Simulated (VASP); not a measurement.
Input of a VASP 6.6.1 run:

Contents of POSCAR:

```
BaNaBr3
1.0
    6.2605717850      0.0000000000      0.0000000000
    0.0000000000      6.2605717850      0.0000000000
    0.0000000000      0.0000000000      6.5109946564
Na Ba Br
1 1 3
Direct
    0.0000000000      0.0000000000      0.0000000000
    0.5000000000      0.5000000000      0.5000000000
    0.5000000000      0.5000000000      0.0000000000
    0.5000000000      0.0000000000      0.5000000000
    0.0000000000      0.5000000000      0.5000000000
```

INCAR.step1

```
  PREC = Accurate
  ENCUT = 520
  EDIFF = 1E-5
  ISMEAR = 0
  SIGMA = 0.01
  LREAL = F
  LASPH = T
  NELM = 60
  ALGO = Normal
  ISIF = 2
  LWAVE = T
  NBANDS = 27
  GGA = PE
```

File INCAR.step2:

```
  PREC = Accurate
  ENCUT = 520
  EDIFF = 1E-6
  ISMEAR = 0
  SIGMA = 0.01
  LREAL = F
  LASPH = T
  NELM = 60
  ALGO = Normal
  ISIF = 2
  LWAVE = F
  LCHARG = T
  GGA = PE
  LHFCALC = T
  HFSCREEN = 0.2079
  PRECFOCK = Fast
  LELF = T
  LVHAR = T
  NBANDS = 27
  ISTART = 1
```

The input KPOINTS:

```
regular mesh
0
Gamma
  2 2 2
```

Potentials or basis: VASP PAW PBE potentials, release 64 (Na_pv, Ba_sv, Br).

Command:

```sh
$ cat potpaw_PBE.64/Na_pv/POTCAR potpaw_PBE.64/Ba_sv/POTCAR potpaw_PBE.64/Br/POTCAR > POTCAR
$ cp INCAR.step1 INCAR
$ mpirun -np 1 vasp_std > vasp.out
$ cp INCAR.step2 INCAR
$ mpirun -np 1 vasp_std > vasp.out
```

Problem. Predict the pressure.

Solution. -0.1 GPa.

Problem. What does it give for the band gap on the k mesh?

Solution. 3.92 eV, indirect (least direct gap 4.10 eV).

Stress tensor (GPa, compression positive):
```
 0.31  0.00  0.00
 0.00  0.31  0.00
 0.00  0.00 -0.88
```

Caveat: the k points lie up to 0.50 Å⁻¹ apart; the cell differs from its parent crystal (uniaxial z strain +4.0%); the PAW data sets were made with another functional, which shifts forces and pressure a little; spin-orbit coupling is left out, which moves the levels of the heavy elements. A k mesh can miss the band edges.
